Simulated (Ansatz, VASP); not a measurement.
# Two plane-wave programs on GaN

```
Ga N
1.0
     0.00267    2.13524    2.13524
     2.13790    0.00000    2.13790
     2.13524    2.13524    0.00267
Ga N
1 1
Cartesian
  0.0000 0.0000 0.0000
  2.1379 2.1352 2.1379
```

Change from the starting cell: strain +0.0025 x Voigt [0, 0, 0, 0, 1, 0], atoms carried along.

Alike in both runs: task single point; functional LDA; k mesh 14 × 14 × 14; occupations gaussian, width 0.03 eV; no spin polarisation.

|  | VASP | Ansatz |
| --- | --- | --- |
| version | VASP 6.6.1 | Ansatz 0.2.0 |
| potentials or method | VASP PAW LDA potentials, release 64 (Ga_d, N_h), cutoff 1330 eV | scalar-relativistic, plane waves, PAW |
| valence electrons in the cell | 18 | 18 |

|  | VASP | Ansatz | Ansatz less VASP |
| --- | --- | --- | --- |
| gap on the k mesh at the Fermi level (eV) | 0.21 | 0.19 | -0.022 |
| least direct gap on the mesh (eV) | 2.43 | 2.40 | -0.031 |
| pressure (GPa) | -12.7 | -13.7 | -0.97 |
| traceless stress, the component that is largest in VASP (GPa) | -0.52 | -0.52 | -0.004 |

LDA's correlation is that of Perdew and Zunger in VASP and of Perdew and Wang (1992) in Ansatz.
